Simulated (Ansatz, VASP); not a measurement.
Be3CdSe4: VASP beside Ansatz

```
CELL_PARAMETERS angstrom
-2.72342 2.72342 5.37659
2.72342 -2.72342 5.37659
2.72342 2.72342 -5.37659
ATOMIC_POSITIONS crystal
Be 0.25000 0.75000 0.50000
Be 0.75000 0.25000 0.50000
Be 0.50000 0.50000 0.00000
Cd 0.00000 0.00000 0.00000
Se 0.58466 0.58466 0.44328
Se 0.41534 0.85861 0.00000
Se 0.14139 0.14139 0.55672
Se 0.85861 0.41534 0.00000
```

Change from the starting cell: species swapped into the Cu3SbS4 type (I-42m, No. 121).

Alike in both runs: functional PBE; k mesh 3 × 3 × 3; occupations gaussian, width 0.15 eV; no spin polarisation.

Ansatz relaxed the structure, and its values are those at the end. VASP's run is a single point on that final structure, the one shown.

|  | VASP | Ansatz |
| --- | --- | --- |
| version | VASP 6.6.1 | Ansatz 0.2.0 |
| potentials or method | VASP PAW PBE potentials, release 64 (Be, Cd, Se), cutoff 600 eV | scalar-relativistic, plane waves, PAW |
| valence electrons in the cell | 42 | 90 |

|  | VASP | Ansatz | Ansatz less VASP |
| --- | --- | --- | --- |
| gap on the k mesh at the Fermi level (eV) | 2.62 | 2.62 | -0.005 |
| least direct gap on the mesh (eV) | 2.62 | 2.62 | -0.005 |
| pressure (GPa) | 0.3 | 0.1 | -0.22 |
| rms of the force components (eV/Å) | 0.027 | 0.019 | -0.0088 |

VASP's potentials hold 42 valence electrons a cell and Ansatz's 90, so a difference there can come from the potentials and not from the codes.

The k mesh is coarse, so the values compare programs but aren't converged.
